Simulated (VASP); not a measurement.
Runs of VASP 6.6.1 on Pt. The structure is cubic, space group Im-3m (No. 229). Conventional cell: a = 3.168 Å, b = 3.168 Å, c = 3.168 Å, α = 90.00°, β = 90.00°, γ = 90.00°. Within 3.6 Å of Pt (site symmetry m-3m) lie 14 Pt at 2.74 to 3.17 Å. 

```tsv
k mesh	gap on the mesh (eV)	pressure (GPa)
12 × 12 × 12	none	(b)
8 × 8 × 8	none	-13.8
6 × 6 × 6	none	(a)
5 × 5 × 5	none	-13.0
3 × 3 × 3	none	-3.2
```

Alike in all rows: task single point; level LDA; potentials or basis VASP PAW LDA potentials, release 64 (Pt); no spin polarisation; cell as given; cutoff (eV) 520; smearing fermi-dirac 0.1 eV.

Problem. Estimate the missing entries.

Solution. (a) -14.5; (b) -15.4.

Caveats: some runs use coarse meshes; spin-orbit coupling is left out, which moves the levels of the heavy elements.

A k mesh can miss the band edges, and the runs leave out spin-orbit coupling on Pt.

A gap of «none» marks levels without a gap at the run's occupations.
